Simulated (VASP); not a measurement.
A run of VASP 6.6.1:

File INCAR:

```
SYSTEM = Pb
ALGO     = Normal         ! electronic algorithm
EDIFF    = 1E-6           ! SCF threshold, eV
ENCUT    = 520            ! plane-wave cutoff, eV
GGA      = PE             ! functional
ISIF     = 2              ! what is computed and relaxed
ISMEAR   = -1             ! smearing method
IVDW     = 13             ! dispersion correction
LASPH    = .True.         ! aspherical terms in the spheres
LCHARG   = .False.        ! write CHGCAR
LREAL    = .False.        ! projectors in reciprocal space
LWAVE    = .False.        ! write WAVECAR
NBANDS   = 13             ! bands
NELM     = 100            ! most SCF steps
PREC     = Accurate       ! precision mode
SIGMA    = 0.05           ! smearing width, eV
```

KPOINTS

```
k-points
0
Gamma
  9 9 9
  0 0 0
```

File POSCAR:

```
Pb
1.0
    0.0000000000      2.4750200000      2.4750200000
    2.4750200000      0.0000000000      2.4750200000
    2.4750200000      2.4750200000      0.0000000000
Pb
1
Direct
    0.0000000000      0.0000000000      0.0000000000
```

Potentials or basis: VASP PAW PBE potentials, release 64 (Pb_d).

Launch:

```bash
$ cat potpaw_PBE.64/Pb_d/POTCAR > POTCAR
$ mpirun -np 1 vasp_std > vasp.out
```

Hardware: 1 thread of Intel(R) Xeon(R) Platinum 8488C (Sapphire Rapids) (shared host).

How long does it take, and how much memory?

It took 10 s on 1 thread of Intel(R) Xeon(R) Platinum 8488C (Sapphire Rapids), with other jobs on the host, peak memory 0.13 GiB. Counts: scf iterations 10, k points 35.
